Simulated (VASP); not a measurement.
# FeSi2 (P4/mmm) in VASP: phonons with r2SCAN

Aim: the phonons of FeSi2 with r2SCAN.

All numbers are computed with VASP 6.6.1; they aren't measurements. Logs are shortened: lines on timing, memory, paths and dates and some standing lists are left out, and cuts for length are marked.

### Step 1. The cell of the first run

Symmetry: P4/mmm, No. 123, tetragonal system. The conventional cell has a = 2.682 Å, b = 2.682 Å, c = 5.105 Å, α = 90.00°, β = 90.00°, γ = 90.00°. Fe (site symmetry 4/mmm) has 8 Si at 2.35 Å and 4 Fe at 2.68 Å within 3.1 Å. Within 3.1 Å of Si (site symmetry 4mm) lie 6 Si at 2.34 to 2.77 Å and 4 Fe at 2.35 Å.

### Step 2. Phonons, r2SCAN

File INCAR:

```
SYSTEM = FeSi2
PREC     = Accurate       ! precision mode
ENCUT    = 520            ! plane-wave cutoff, eV
EDIFF    = 1E-8           ! SCF threshold, eV
ISMEAR   = -1             ! smearing method
SIGMA    = 0.15           ! smearing width, eV
LREAL    = .FALSE.        ! projectors in reciprocal space
LASPH    = .TRUE.         ! aspherical terms in the spheres
NELM     = 100            ! most SCF steps
ALGO     = Normal         ! electronic algorithm
ISIF     = 2              ! what is computed and relaxed
LWAVE    = .FALSE.        ! write WAVECAR
LCHARG   = .TRUE.         ! write CHGCAR
METAGGA  = R2SCAN         ! meta-GGA
LMIXTAU  = .TRUE.       
NBANDS   = 15             ! bands
IBRION   = 6              ! ionic algorithm
NFREE    = 2            
POTIM    = 0.015          ! step
NSW      = 1              ! ionic steps
```

File KPOINTS:

```
Automatic mesh
0
G
  16 16 8
  0 0 0
```

File POSCAR:

```
FeSi2
1.0
    2.6824761300      0.0000000000      0.0000000000
    0.0000000000      2.6824761300      0.0000000000
    0.0000000000      0.0000000000      5.1052190130
Fe Si
1 2
Direct
    0.0000000000      0.0000000000      0.0000000000
    0.5000000000      0.5000000000      0.2710319293
    0.5000000000      0.5000000000      0.7289680707
```

Potentials or basis: VASP PAW PBE potentials, release 64 (Fe, Si).

Started as:

```console
> cat potpaw_PBE.64/Fe/POTCAR potpaw_PBE.64/Si/POTCAR > POTCAR
> mpirun -np 1 vasp_std > vasp.out
```

OUTCAR:

```text
SYSTEM = FeSi2
   PREC = Accurate
   ENCUT = 520
   EDIFF = 1E-8
   ISMEAR = -1
   LREAL = .FALSE.
   LASPH = .TRUE.
   NELM = 100
   ISIF = 2
   METAGGA = R2SCAN
   IBRION = 6
   NFREE = 2
   POTIM = 0.015
   NSW = 1

 ion  position               nearest neighbor table
   1  0.000  0.000  0.000-   2 2.35   3 2.35   2 2.35   3 2.35   2 2.35   3 2.35   2 2.35   3 2.35

   2  0.500  0.500  0.271-   3 2.34   1 2.35   1 2.35   1 2.35   1 2.35   3 2.77
   3  0.500  0.500  0.729-   2 2.34   1 2.35   1 2.35   1 2.35   1 2.35   2 2.77

  LATTYP: Found a simple tetragonal cell.
 ALAT       =     2.6824761300
 C/A-ratio  =     1.9031740696

  Lattice vectors:

 A1 = (   2.6824761300,   0.0000000000,   0.0000000000)
 A2 = (   0.0000000000,   2.6824761300,   0.0000000000)
 A3 = (   0.0000000000,   0.0000000000,   5.1052190130)

Analysis of symmetry for initial positions (statically):
=====================================================================
 Subroutine PRICEL returns:
 Original cell was already a primitive cell.

 Routine SETGRP: Setting up the symmetry group for a
 simple tetragonal supercell.

 Subroutine GETGRP returns: Found 16 space group operations
 (whereof 16 operations were pure point group operations)
 out of a pool of 16 trial point group operations.

The static configuration has the point symmetry D_4h.

Analysis of symmetry for dynamics (positions and initial velocities):
=====================================================================
 Subroutine PRICEL returns:
 Original cell was already a primitive cell.

 Routine SETGRP: Setting up the symmetry group for a
 simple tetragonal supercell.

 Subroutine GETGRP returns: Found 16 space group operations
 (whereof 16 operations were pure point group operations)
 out of a pool of 16 trial point group operations.

The dynamic configuration has the point symmetry D_4h.

 Subroutine INISYM returns: Found 16 space group operations
 (whereof 16 operations are pure point group operations),
 and found     1 'primitive' translations

----------------------------------------------------------------------------------------

                                     Primitive cell

  volume of cell :      36.7355

  direct lattice vectors                    reciprocal lattice vectors
     2.682476130  0.000000000  0.000000000     0.372789897  0.000000000  0.000000000
     0.000000000  2.682476130  0.000000000     0.000000000  0.372789897  0.000000000
     0.000000000  0.000000000  5.105219013     0.000000000  0.000000000  0.195877982

  length of vectors
     2.682476130  2.682476130  5.105219013     0.372789897  0.372789897  0.195877982

  position of ions in fractional coordinates (direct lattice)
     0.000000000  0.000000000  0.000000000
     0.500000000  0.500000000  0.271031929
     0.500000000  0.500000000  0.728968071

  ion indices of the primitive-cell ions
   primitive index   ion index
                 1           1
                 2           2
                 3           3

----------------------------------------------------------------------------------------

 KPOINTS: Automatic mesh

Automatic generation of k-mesh.
 Grid dimensions read from file:
 generate k-points for:   16   16    8

 Generating k-lattice:

  Cartesian coordinates                     Fractional coordinates (reciprocal lattice)
     0.023299369  0.000000000  0.000000000     0.062500000  0.000000000  0.000000000
     0.000000000  0.023299369  0.000000000     0.000000000  0.062500000  0.000000000
     0.000000000  0.000000000  0.024484748     0.000000000  0.000000000  0.125000000

  Length of vectors
[... 69 lines left out ...]
   EFERMI =   0.00;   METHOD = LEGACY
   ISMEAR =    -1;   SIGMA  =   0.15  broadening in eV -4-tet -1-fermi 0-gaus
   EFERMI_NEDOS =   21; number of points for ismear=-14 and -15
   IALGO  =     38    algorithm
   IMIX   =      4    mixing-type and parameters
     AMIX     =   0.40;   BMIX     =  1.00
     AMIX_MAG =   1.60;   BMIX_MAG =  1.00
  volume/ion in A,a.u.               =      12.25        82.63
  Fermi-wavevector in a.u.,A,eV,Ry     =   1.240946  2.345047 20.952241  1.539946
  Thomas-Fermi vector in A             =   2.375365
   LORBIT       =      0    0 simple, 1 ext, 2 COOP (PROOUT), +10 PAW based schemes
   METAGGA = R2SCAN    functional components
   LHFCALC =     F    Hartree Fock is set to
   AEXX    =    0.0000 exact exchange contribution
   IVDW    =     0    specifies the selected vdW correction
   LEPSILON=     F    determine dielectric tensor
   LRPA    =     F    only Hartree local field effects (RPA)
 finite differences with symmetry
 non-spin polarized calculation
  energy-cutoff  :      520.00
  volume of cell :       36.74
 maximum number of plane-waves:      1008
 NGX is ok and might be reduce to    20
   NGX =  9   NGY =  9   NGZ = 19

--------------------------------------- Ionic step        1  -------------------------------------------

 number of electron      16.0000000 magnetization

 Free energy of the ion-electron system (eV)
  ---------------------------------------------------
  ext. energy  EPLUGINS =         0.00000000
  ---------------------------------------------------
  free energy    TOTEN  =       -32.59571337 eV

  energy without entropy =      -32.52435692  energy(sigma->0) =      -32.56003514

------------------------ aborting loop because EDIFF is reached ----------------------------------------

  FORCE on cell =-STRESS in cart. coord.  units (eV):
  Direction    XX          YY          ZZ          XY          YZ          ZX
  --------------------------------------------------------------------------------------
  -------------------------------------------------------------------------------------
  Total        0.0596249      0.0596249     -0.0078903      0.0000000      0.0000000      0.0000000
  in kB        2.6004713      2.6004713     -0.3441278      0.0000000      0.0000000      0.0000000
  external PRESSURE =       1.6189383 kB  Pullay stress =       0.0000000 kB
[... 283 lines left out ...]
--------------------------------------- Ionic step        9  -------------------------------------------

 number of electron      16.0000000 magnetization

 Free energy of the ion-electron system (eV)
  ---------------------------------------------------
  ext. energy  EPLUGINS =         0.00000000
  ---------------------------------------------------
  free energy    TOTEN  =       -32.59306143 eV

  energy without entropy =      -32.52077578  energy(sigma->0) =      -32.55691860

 E-fermi :  10.1085     XC(G=0): -12.8228

 val. band max:       10.0758396048   @ k =   0.3125   0.3125   0.1250
 cond. band min:      10.1265789193   @ k =   0.5000   0.2500   0.0000
 fundamental gap:      0.0507393145
 Fermi energy:        10.1085290124

 k-point     1 :       0.0000    0.0000    0.0000
  band No.  band energies     occupation
      1      -4.7085      2.00000
      2       0.3863      2.00000
      3       1.6177      2.00000
      4       6.4273      2.00000
      5       8.3834      1.99998
      6       8.4224      1.99997
      7       8.4224      1.99997
      8       9.1596      1.99643
      9      14.9144      0.00000
     10      14.9144      0.00000
     11      17.1180      0.00000
     12      17.6332      0.00000
     13      18.3934      0.00000
     14      18.6032      0.00000
[... 401 lines left out ...]
      2       1.9228      2.00000
      3       2.9926      2.00000
      4       5.1655      2.00000
      5       5.7969      2.00000
      6       7.1327      2.00000
      7       7.8131      2.00000
      8       9.1818      1.99586
      9      10.2989      0.43887
     10      11.6912      0.00005
     11      12.7213      0.00000
     12      15.6534      0.00000
     13      19.0195      0.00000
     14      19.5170      0.00000
     15      21.5730      0.00000

 [... further k-points ...]

------------------------ aborting loop because EDIFF is reached ----------------------------------------

  FORCE on cell =-STRESS in cart. coord.  units (eV):
  Direction    XX          YY          ZZ          XY          YZ          ZX
  --------------------------------------------------------------------------------------
  -------------------------------------------------------------------------------------
  Total        0.1778051      0.1778051     -0.0155879      0.0000000      0.0000000      0.0000000
  in kB        7.7547643      7.7547643     -0.6798468      0.0000000      0.0000000      0.0000000
  external PRESSURE =       4.9432272 kB  Pullay stress =       0.0000000 kB
[... 18 lines left out ...]
  FREE ENERGIE OF THE ION-ELECTRON SYSTEM (eV)
  ---------------------------------------------------
  free  energy   TOTEN  =       -32.5930614266 eV

  energy  without entropy=      -32.5207757820  energy(sigma->0) =      -32.55691860

 INTERNAL STRAIN TENSORS FROM DISPLACED ATOMS
 ============================================

 INTERNAL STRAIN TENSOR FOR ION    1 for displacements in x,y,z  (eV/Angst):
          X           Y           Z          XY          YZ          ZX
  --------------------------------------------------------------------------------
  x     0.00000     0.00000     0.00000     0.00000     0.00000     0.00000
  y     0.00000     0.00000     0.00000     0.00000     0.00000     0.00000
  z     0.00000     0.00000     0.00000     0.00000     0.00000     0.00000

 INTERNAL STRAIN TENSOR FOR ION    3 for displacements in x,y,z  (eV/Angst):
          X           Y           Z          XY          YZ          ZX
  --------------------------------------------------------------------------------
  x     0.00000     0.00000     0.00000     0.00000     0.00000     5.06705
  y     0.00000     0.00000     0.00000     0.00000     5.06708     0.00000
  z     7.67836     7.67836    -1.24812     0.00000     0.00000     0.00000

 Eigenvectors and eigenvalues of the dynamical matrix
 ----------------------------------------------------

   1 f  =   16.762994 THz   105.325000 2PiTHz  559.153307 cm-1    69.326143 meV
             X         Y         Z           dx          dy          dz
      0.000000  0.000000  0.000000    -0.000000   -0.000000   -0.000000
      1.341238  1.341238  1.383677    -0.000000    0.000000    0.707107
      1.341238  1.341238  3.721542     0.000000   -0.000000   -0.707107
[... 43 lines left out ...]
   9 f/i=    0.001032 THz     0.006483 2PiTHz    0.034415 cm-1     0.004267 meV
             X         Y         Z           dx          dy          dz
      0.000000  0.000000  0.000000    -0.000000    0.000000   -0.706021
      1.341238  1.341238  1.383677    -0.000000    0.000000   -0.500767
      1.341238  1.341238  3.721542    -0.000000    0.000000   -0.500767

 ELASTIC MODULI CONTR FROM IONIC RELAXATION (kBar)
 Direction    XX          YY          ZZ          XY          YZ          ZX
 --------------------------------------------------------------------------------
 XX        -159.2630   -159.2630     25.8882      0.0000      0.0000     -0.0000
 YY        -159.2630   -159.2630     25.8882      0.0000      0.0000     -0.0000
 ZZ          25.8882     25.8882     -4.2081      0.0000     -0.0000      0.0000
 XY           0.0000      0.0000      0.0000      0.0000      0.0000      0.0000
 YZ           0.0000      0.0000     -0.0000      0.0000   -373.9184      0.0000
 ZX          -0.0000     -0.0000      0.0000      0.0000      0.0000   -373.9147
 --------------------------------------------------------------------------------
```

Run time: 30 min. Hardware: 1 thread of Intel Xeon 6975P-C (Granite Rapids), shared host; peak memory 0.62 GiB.

What came out:

- Highest phonon frequency at Γ: 559 cm⁻¹

Phonon frequencies in cm⁻¹ (negative: imaginary):
| q point | frequencies |
| --- | --- |
| (0.000, 0.000, 0.000) | 0 0 0 241 241 298 298 372 559 |

Caveat: the PAW data sets were made with another functional, which shifts forces and pressure a little; the run has no spin polarisation, though such a crystal can be magnetic.
